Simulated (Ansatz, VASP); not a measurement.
# H19C2NO8: VASP beside Ansatz

```xyz
30
Lattice="6.8894 0.0000 0.0000 0.0000 6.8894 0.0000 0.0000 0.0000 6.8894" Properties=species:S:1:pos:R:3 pbc="T T T"
O     6.9174    6.1296    3.4513
O     1.0737    2.3233    0.7766
O     2.5547    2.9750    3.0617
O     3.2896    6.1352    2.1869
O     5.0753    1.8217    2.3912
O     6.5128    5.5578    7.5864
O     5.4093    3.3557    6.0681
O     0.2632    1.8456    4.3541
H     6.8176    5.9326    2.4819
H     7.6953    5.6195    3.7292
H     1.1543    2.8835   -0.0176
H     1.1879    1.4094    0.4532
H     2.0864    2.8085    2.2075
H     3.4205    2.5198    2.9239
H     4.1592    6.5774    2.1901
H     3.4641    5.1940    2.3602
H     5.8330    1.9215    3.0197
H     5.4230    2.1758    1.5525
H     7.3526    5.6003    7.0727
H     6.0753    4.7595    7.2047
H     6.0340    2.8563    5.4826
H     4.7853    3.7807    5.4522
H     1.1017    2.2069    3.9702
H     0.2825    0.8791    4.1206
H     4.4798   -0.0065    4.4738
H     3.8463    1.2541    5.5677
H     4.8847   -0.0506    6.2166
C     4.1000    0.1894    5.4845
C     2.9293   -0.6203    5.7303
N     2.0012   -1.2908    5.9267
```

Alike in both runs: functional PBE; dispersion D3(BJ); k mesh 1 × 1 × 1; occupations fermi-dirac, width 0.02 eV; no spin polarisation.

Ansatz relaxed the structure, and its values are those at the end. VASP's run is a single point on that final structure, the one shown.

|  | VASP | Ansatz |
| --- | --- | --- |
| version | VASP 6.6.1 | Ansatz 0.2.0 |
| potentials or method | VASP PAW PBE potentials, release 64 (O, H, C, N), cutoff 520 eV | scalar-relativistic, plane waves, PAW |
| valence electrons in the cell | 80 | 80 |

|  | VASP | Ansatz | Ansatz less VASP |
| --- | --- | --- | --- |
| rms of the force components (eV/Å) | 0.086 | 0.068 | -0.0176 |

Noted on VASP's run: the standard files for N, O and F lose accuracy on very short bonds.
